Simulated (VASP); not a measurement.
Wanted: the native input for a VASP 6.6.1 run.

| Property | Result |
| --- | --- |
| Task | single point |
| Functional | PBE |
| Potentials or basis | VASP PAW PBE potentials, release 64 (B) |
| Cutoff | 520 eV |
| k mesh | 6 × 6 × 6 |
| Occupations | gaussian, width 0.1 eV |
| Spin | no spin polarisation |
| Dipole correction | no |
| Further INCAR settings | ALGO = Normal; EDIFF = 1e-07; NBANDS = 12 |

The structure of B lies in POSCAR:

```
B
1.0
    2.9716332700      0.0000000000      0.0000000000
    0.0000000000      2.9716332700      0.0000000000
    0.0000000000      0.0000000000      2.9716332700
B
3
Direct
    0.5000000000      0.0000000000      0.0000000000
    0.0000000000      0.5000000000      0.0000000000
    0.0000000000      0.0000000000      0.5000000000
```

These files were run (other wordings do the same):

INCAR

```
SYSTEM = B
PREC     = Accurate       ! precision mode
ENCUT    = 520            ! plane-wave cutoff, eV
EDIFF    = 1E-7           ! SCF threshold, eV
ISMEAR   = 0              ! smearing method
SIGMA    = 0.1            ! smearing width, eV
LREAL    = .FALSE.        ! projectors in reciprocal space
LASPH    = .TRUE.         ! aspherical terms in the spheres
NELM     = 60             ! most SCF steps
ALGO     = Normal         ! electronic algorithm
ISIF     = 2              ! what is computed and relaxed
LWAVE    = .FALSE.        ! write WAVECAR
LCHARG   = .FALSE.        ! write CHGCAR
GGA      = PE             ! functional
NBANDS   = 12             ! bands
```

KPOINTS

```
regular mesh
0
G
  6 6 6
  0 0 0
```

Potentials or basis: VASP PAW PBE potentials, release 64 (B).

Run with:

```sh
$ cat potpaw_PBE.64/B/POTCAR > POTCAR
$ mpirun -np 1 vasp_std > vasp.out
```

Results of the run:

```json
{
 "Pressure": "-41.2 GPa"
}
```

It took 7.7 s on 1 thread of Intel(R) Xeon(R) Platinum 8259CL CPU @ 2.50GHz (Skylake/Cascade Lake), with other jobs on the host, peak memory 0.12 GiB.
